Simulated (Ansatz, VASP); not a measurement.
## One calculation of MoS2, two programs

```
Mo S
1.0
     3.09978    0.00000    0.00000
    -1.54989    2.68448    0.00000
     0.00000    0.00000    6.03619
Mo S
1 2
Cartesian
  0.0000 0.0000 0.0000
  0.0000 1.7897 1.4233
  0.0000 1.7897 4.6129
```

Alike in both runs: task single point; functional PBE; dispersion D3(BJ); k mesh 12 × 12 × 6; occupations gaussian, width 0.05 eV; no spin polarisation.

```csv
,VASP,Ansatz
version,VASP 6.6.1,Ansatz 0.2.0
potentials or method,"VASP PAW PBE potentials, release 64 (Mo_sv, S), cutoff 500 eV","scalar-relativistic, plane waves, PAW"
valence electrons in the cell,26,26
```

Ansatz gave:

```
gap on the k mesh at the Fermi level (eV)                     : 0.11
least direct gap on the mesh (eV)                             : 1.58
pressure (GPa)                                                : 25.1
traceless stress, the component that is largest in VASP (GPa) : 12.50
rms of the force components (eV/Å)                            : 1.679
```

Task: Estimate VASP's values.

Result: gap on the k mesh at the Fermi level (eV): 0.14; least direct gap on the mesh (eV): 1.58; pressure (GPa): 24.9; traceless stress, the component that is largest in VASP (GPa): 12.42; rms of the force components (eV/Å): 1.663.

Atom by atom the forces differ by 0.016 eV/Å (rms over components).
